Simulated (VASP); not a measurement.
# NbSi (WC type) (P-6m2) in VASP: notebook

The runs below take NbSi (WC type) through single point, with PBE.

All numbers are computed with VASP 6.6.1; they aren't measurements. Logs are shortened: lines on timing, memory, paths and dates and some standing lists are left out, and cuts for length are marked.

**1. The cell of the first run**

It takes space group P-6m2 (No. 187, hexagonal). The conventional cell has a = 2.876 Å, b = 2.876 Å, c = 4.009 Å, α = 90.00°, β = 90.00°, γ = 120.00°. Nb (site symmetry -6m2) has 6 Si at 2.60 Å and 6 Nb at 2.88 Å within 3.4 Å. Within 3.4 Å of Si (site symmetry -6m2) lie 6 Nb at 2.60 Å and 6 Si at 2.88 Å.

**2. Single point, PBE**

Contents of INCAR:

```
SYSTEM = NbSi
  PREC = Accurate
  ENCUT = 500
  EDIFF = 1E-6
  ISMEAR = -1
  SIGMA = 0.1
  LREAL = .FALSE.
  LASPH = .TRUE.
  NELM = 120
  ALGO = Normal
  ISIF = 2
  LWAVE = .FALSE.
  LCHARG = .FALSE.
  GGA = PE
  NBANDS = 16
  GGA_COMPAT = .FALSE.
```

Contents of KPOINTS:

```
Automatic mesh
0
G
  14 14 12
  0 0 0
```

Contents of POSCAR:

```
NbSi
1.0
    2.8758774960      0.0000000000      0.0000000000
   -1.4379387480      2.4905829697      0.0000000000
    0.0000000000      0.0000000000      4.0086657042
Nb Si
1 1
Direct
    0.0000000000      0.0000000000      0.0000000000
    0.3333333333      0.6666666667      0.5000000000
```

Potentials or basis: VASP PAW PBE potentials, release 64 (Nb_sv, Si).

The run is started by

```bash
$ cat potpaw_PBE.64/Nb_sv/POTCAR potpaw_PBE.64/Si/POTCAR > POTCAR
$ mpirun -np 1 vasp_std > vasp.out
```

OUTCAR:

```text
SYSTEM = NbSi
   PREC = Accurate
   ENCUT = 500
   EDIFF = 1E-6
   ISMEAR = -1
   LREAL = .FALSE.
   LASPH = .TRUE.
   NELM = 120
   ISIF = 2
   GGA = PE

 ion  position               nearest neighbor table
   1  0.000  0.000  0.000-   2 2.60   2 2.60   2 2.60   2 2.60   2 2.60   2 2.60
   2  0.333  0.667  0.500-   1 2.60   1 2.60   1 2.60   1 2.60   1 2.60   1 2.60

  LATTYP: Found a hexagonal cell.
 ALAT       =     2.8758774960
 C/A-ratio  =     1.3938930673

  Lattice vectors:

 A1 = (   2.8758774960,   0.0000000000,   0.0000000000)
 A2 = (  -1.4379387480,   2.4905829697,   0.0000000000)
 A3 = (   0.0000000000,   0.0000000000,   4.0086657042)

Analysis of symmetry for initial positions (statically):
=====================================================================
 Subroutine PRICEL returns:
 Original cell was already a primitive cell.

 Routine SETGRP: Setting up the symmetry group for a
 hexagonal supercell.

 Subroutine GETGRP returns: Found 12 space group operations
 (whereof 12 operations were pure point group operations)
 out of a pool of 24 trial point group operations.

The static configuration has the point symmetry D_3h.

Analysis of symmetry for dynamics (positions and initial velocities):
=====================================================================
 Subroutine PRICEL returns:
 Original cell was already a primitive cell.

 Routine SETGRP: Setting up the symmetry group for a
 hexagonal supercell.

 Subroutine GETGRP returns: Found 12 space group operations
 (whereof 12 operations were pure point group operations)
 out of a pool of 24 trial point group operations.

The dynamic configuration has the point symmetry D_3h.

 Subroutine INISYM returns: Found 12 space group operations
 (whereof 12 operations are pure point group operations),
 and found     1 'primitive' translations

----------------------------------------------------------------------------------------

                                     Primitive cell

  volume of cell :      28.7125

  direct lattice vectors                    reciprocal lattice vectors
     2.875877496  0.000000000  0.000000000     0.347719957  0.200756211  0.000000000
    -1.437938748  2.490582970  0.000000000     0.000000000  0.401512422  0.000000000
     0.000000000  0.000000000  4.008665704     0.000000000  0.000000000  0.249459564

  length of vectors
     2.875877496  2.875877496  4.008665704     0.401512422  0.401512422  0.249459564

[... 79 lines left out ...]
   NELM   =    120;   NELMIN=  2; NELMDL= -5     # of ELM steps
   EDIFF  = 0.1E-05   stopping-criterion for ELM
   LREAL  =      F    real-space projection
   EDIFFG = 0.1E-04   stopping-criterion for IOM
   NSW    =      0    number of steps for IOM
   IBRION =     -1    ionic relax: 0-MD 1-quasi-New 2-CG
   NFREE  =      0    steps in history (QN), initial steepest desc. (CG)
   ISIF   =      2    stress and relaxation
   ISYM   =      2    0-nonsym 1-usesym 2-fastsym
   POTIM  = 0.5000    time-step for ionic-motion
   TEBEG  =    0.0;   TEEND  =   0.0 temperature during run
   PSTRESS=    0.0 pullay stress
   NELECT =      17.0000    total number of electrons
   NUPDOWN=      -1.0000    fix difference up-down
   EMIN   =  10.00;   EMAX   =-10.00  energy-range for DOS
   EFERMI =   0.00;   METHOD = LEGACY
   ISMEAR =    -1;   SIGMA  =   0.10  broadening in eV -4-tet -1-fermi 0-gaus
   EFERMI_NEDOS =   21; number of points for ismear=-14 and -15
   IALGO  =     38    algorithm
   IMIX   =      4    mixing-type and parameters
     AMIX     =   0.40;   BMIX     =  1.00
     AMIX_MAG =   1.60;   BMIX_MAG =  1.00
  volume/ion in A,a.u.               =      14.36        96.88
  Fermi-wavevector in a.u.,A,eV,Ry     =   1.374677  2.597763 25.711438  1.889737
  Thomas-Fermi vector in A             =   2.500082
   LORBIT       =      0    0 simple, 1 ext, 2 COOP (PROOUT), +10 PAW based schemes
   GGA     = PE    functional components
   LHFCALC =     F    Hartree Fock is set to
   AEXX    =    0.0000 exact exchange contribution
   IVDW    =     0    specifies the selected vdW correction
   LEPSILON=     F    determine dielectric tensor
   LRPA    =     F    only Hartree local field effects (RPA)
 non-spin polarized calculation
  energy-cutoff  :      500.00
  volume of cell :       28.71
 maximum number of plane-waves:       740
 NGX is ok and might be reduce to    24
   NGX = 11   NGY = 11   NGZ = 15

 number of electron      17.0000000 magnetization

 Free energy of the ion-electron system (eV)
  ---------------------------------------------------
  ext. energy  EPLUGINS =         0.00000000
  ---------------------------------------------------
  free energy    TOTEN  =       -16.06860812 eV

  energy without entropy =      -16.03729367  energy(sigma->0) =      -16.05295090

 E-fermi :  12.4779     XC(G=0): -12.4931

 val. band max:       12.4595573456   @ k =   0.0000   0.0000   0.0833
 cond. band min:      12.4870877023   @ k =   0.5000  -0.0000   0.3333
 fundamental gap:      0.0275303567
 Fermi energy:        12.4778866814

 k-point     1 :       0.0000    0.0000    0.0000
  band No.  band energies     occupation
      1     -42.1087      2.00000
      2     -18.4360      2.00000
      3     -17.4866      2.00000
      4     -17.4866      2.00000
      5       0.4448      2.00000
      6       8.6491      2.00000
[... 433 lines left out ...]
      3     -18.3066      2.00000
      4     -18.1665      2.00000
      5       6.6749      2.00000
      6       7.5256      2.00000
[... 8 lines left out ...]
     15      24.7751      0.00000
     16      26.5011      0.00000

 [... further k-points ...]

------------------------ aborting loop because EDIFF is reached ----------------------------------------

  FORCE on cell =-STRESS in cart. coord.  units (eV):
  Direction    XX          YY          ZZ          XY          YZ          ZX
  --------------------------------------------------------------------------------------
  -------------------------------------------------------------------------------------
  Total        4.4127718      4.4127718      4.3989700      0.0000000      0.0000000      0.0000000
  in kB      246.2355847    246.2355847    245.4654367      0.0000000      0.0000000      0.0000000
  external PRESSURE =     245.9788687 kB  Pullay stress =       0.0000000 kB

 VOLUME and BASIS-vectors are now :
 -----------------------------------------------------------------------------
  energy-cutoff  :      500.00
  volume of cell :       28.71
      direct lattice vectors                 reciprocal lattice vectors
     2.875877496  0.000000000  0.000000000     0.347719957  0.200756211  0.000000000
    -1.437938748  2.490582970  0.000000000     0.000000000  0.401512422  0.000000000
     0.000000000  0.000000000  4.008665704     0.000000000  0.000000000  0.249459564

 POSITION                                       TOTAL-FORCE (eV/Angst)
 -----------------------------------------------------------------------------------
      0.00000      0.00000      0.00000         0.000000      0.000000      0.000000
     -0.00000      1.66039      2.00433         0.000000      0.000000      0.000000
 -----------------------------------------------------------------------------------
    total drift:                                0.000000     -0.000000      0.000000

  FREE ENERGIE OF THE ION-ELECTRON SYSTEM (eV)
  ---------------------------------------------------
  free  energy   TOTEN  =       -16.0686081211 eV

  energy  without entropy=      -16.0372936714  energy(sigma->0) =      -16.05295090
```

stdout:

```text
POSCAR found type information on POSCAR NbSi
 POSCAR found :  2 types and       2 ions
 scaLAPACK will be used
 LDA part: xc-table for (Slater+PW92), standard interpolation
 POSCAR, INCAR and KPOINTS ok, starting setup
 FFT: planning ... GRIDC
 FFT: planning ... GRID_SOFT
 FFT: planning ... GRID
 WAVECAR not read
 entering main loop
```

Run time: 26 s. Hardware: 1 thread of Intel Xeon 6975P-C (Granite Rapids), shared host; peak memory 0.19 GiB.

What came out:

```
Free energy : -16.0686 eV
Pressure    : 24.6 GPa
```

Levels at points of the mesh, in eV from the Fermi level:
| k point | band 5 | band 6 | band 7 | band 8 | band 9 | band 10 | band 11 | band 12 |
| --- | --- | --- | --- | --- | --- | --- | --- | --- |
| (0.00, 0.00, 0.00) | -12.03 | -3.83 | -1.77 | -0.03 | -0.03 | 2.75 | 2.75 | 7.42 |
| (0.50, 0.00, 0.00) | -7.16 | -5.68 | -4.22 | -3.18 | 1.31 | 3.84 | 4.29 | 5.50 |
| (0.00, 0.00, 0.50) | -10.38 | -6.54 | -1.31 | 0.17 | 0.17 | 1.93 | 1.93 | 7.78 |
| (0.50, 0.00, 0.50) | -7.86 | -4.60 | -4.25 | -0.25 | 0.09 | 0.76 | 4.06 | 5.44 |

**3. Single point, PBE**

Contents of INCAR:

```
PREC = Accurate
ENCUT = 500
EDIFF = 1E-6
ISMEAR = -1
SIGMA = 0.1
LREAL = F
LASPH = T
NELM = 120
ALGO = Normal
ISIF = 2
LWAVE = F
LCHARG = T
GGA = PE
LELF = T
LVHAR = T
NBANDS = 16
GGA_COMPAT = F
```

Contents of KPOINTS:

```
Automatic mesh
0
Gamma
  14 14 12
```

POSCAR is that of step 2.

Potentials or basis: VASP PAW PBE potentials, release 64 (Nb_sv, Si).

The run is started by

```bash
$ cat potpaw_PBE.64/Nb_sv/POTCAR potpaw_PBE.64/Si/POTCAR > POTCAR
$ mpirun -np 1 vasp_std > vasp.out
```

OUTCAR:

```text
PREC = Accurate
   ENCUT = 500
   EDIFF = 1E-6
   ISMEAR = -1
   LREAL = F
   LASPH = T
   NELM = 120
   ISIF = 2
   GGA = PE

 ion  position               nearest neighbor table
   1  0.000  0.000  0.000-   2 2.60   2 2.60   2 2.60   2 2.60   2 2.60   2 2.60
   2  0.333  0.667  0.500-   1 2.60   1 2.60   1 2.60   1 2.60   1 2.60   1 2.60

  LATTYP: Found a hexagonal cell.
 ALAT       =     2.8758774960
 C/A-ratio  =     1.3938930673

  Lattice vectors:

[... 642 lines left out ...]

------------------------ aborting loop because EDIFF is reached ----------------------------------------

  FORCE on cell =-STRESS in cart. coord.  units (eV):
  Direction    XX          YY          ZZ          XY          YZ          ZX
  --------------------------------------------------------------------------------------
  -------------------------------------------------------------------------------------
  Total        4.4127718      4.4127718      4.3989700      0.0000000      0.0000000      0.0000000
  in kB      246.2355847    246.2355847    245.4654367      0.0000000      0.0000000      0.0000000
  external PRESSURE =     245.9788687 kB  Pullay stress =       0.0000000 kB

 VOLUME and BASIS-vectors are now :
 -----------------------------------------------------------------------------
  energy-cutoff  :      500.00
  volume of cell :       28.71
      direct lattice vectors                 reciprocal lattice vectors
     2.875877496  0.000000000  0.000000000     0.347719957  0.200756211  0.000000000
    -1.437938748  2.490582970  0.000000000     0.000000000  0.401512422  0.000000000
     0.000000000  0.000000000  4.008665704     0.000000000  0.000000000  0.249459564

 POSITION                                       TOTAL-FORCE (eV/Angst)
 -----------------------------------------------------------------------------------
      0.00000      0.00000      0.00000         0.000000      0.000000      0.000000
     -0.00000      1.66039      2.00433         0.000000      0.000000      0.000000
 -----------------------------------------------------------------------------------
    total drift:                                0.000000     -0.000000      0.000000

  FREE ENERGIE OF THE ION-ELECTRON SYSTEM (eV)
  ---------------------------------------------------
  free  energy   TOTEN  =       -16.0686081211 eV

  energy  without entropy=      -16.0372936714  energy(sigma->0) =      -16.05295090
```

OSZICAR:

```text
N       E                     dE             d eps       ncg     rms          rms(c)
DAV:   1     0.125405250312E+03    0.12541E+03   -0.83158E+03  5384   0.996E+02
DAV:   2    -0.114914378017E+02   -0.13690E+03   -0.12928E+03  6536   0.339E+02
DAV:   3    -0.165171195551E+02   -0.50257E+01   -0.49120E+01  8704   0.553E+01
DAV:   4    -0.166806630075E+02   -0.16354E+00   -0.16336E+00  6512   0.947E+00
DAV:   5    -0.166869947404E+02   -0.63317E-02   -0.63307E-02  8824   0.169E+00    0.970E+00
DAV:   6    -0.161309510230E+02    0.55604E+00   -0.11903E+00  8656   0.114E+01    0.364E+00
DAV:   7    -0.160749985879E+02    0.55952E-01   -0.13033E-01  6744   0.264E+00    0.180E+00
DAV:   8    -0.160680643526E+02    0.69342E-02   -0.43102E-02  9560   0.196E+00    0.527E-01
DAV:   9    -0.160685219317E+02   -0.45758E-03   -0.39780E-03  6048   0.636E-01    0.971E-02
DAV:  10    -0.160686058812E+02   -0.83950E-04   -0.37819E-04  8824   0.184E-01    0.424E-02
DAV:  11    -0.160686083485E+02   -0.24673E-05   -0.17682E-05  6464   0.511E-02    0.130E-02
DAV:  12    -0.160686081211E+02    0.22743E-06   -0.68553E-07  5712   0.753E-03
   1 F= -.16068608E+02 E0= -.16052951E+02  d E =-.313144E-01
```

stdout:

```text
POSCAR found type information on POSCAR NbSi
 POSCAR found :  2 types and       2 ions
 scaLAPACK will be used
 LDA part: xc-table for (Slater+PW92), standard interpolation
 POSCAR, INCAR and KPOINTS ok, starting setup
 FFT: planning ... GRIDC
 FFT: planning ... GRID_SOFT
 FFT: planning ... GRID
 WAVECAR not read
 entering main loop
```

It took 28 s on 1 thread of Intel Xeon 6975P-C (Granite Rapids), shared host; peak memory 0.19 GiB.

Results:

- Free energy: -16.0686 eV
- Pressure: 24.6 GPa

Stress tensor (GPa, compression positive):
```
24.62  0.00  0.00
 0.00 24.62  0.00
 0.00  0.00 24.55
```

Levels at points of the mesh, in eV from the Fermi level:
```
           k point  band 5  band 6  band 7  band 8  band 9  band 10  band 11  band 12
(0.00, 0.00, 0.00)  -12.03   -3.83   -1.77   -0.03   -0.03     2.75     2.75     7.42
(0.50, 0.00, 0.00)   -7.16   -5.68   -4.22   -3.18    1.31     3.84     4.29     5.50
(0.00, 0.00, 0.50)  -10.38   -6.54   -1.31    0.17    0.17     1.93     1.93     7.78
(0.50, 0.00, 0.50)   -7.86   -4.60   -4.25   -0.25    0.09     0.76     4.06     5.44
```
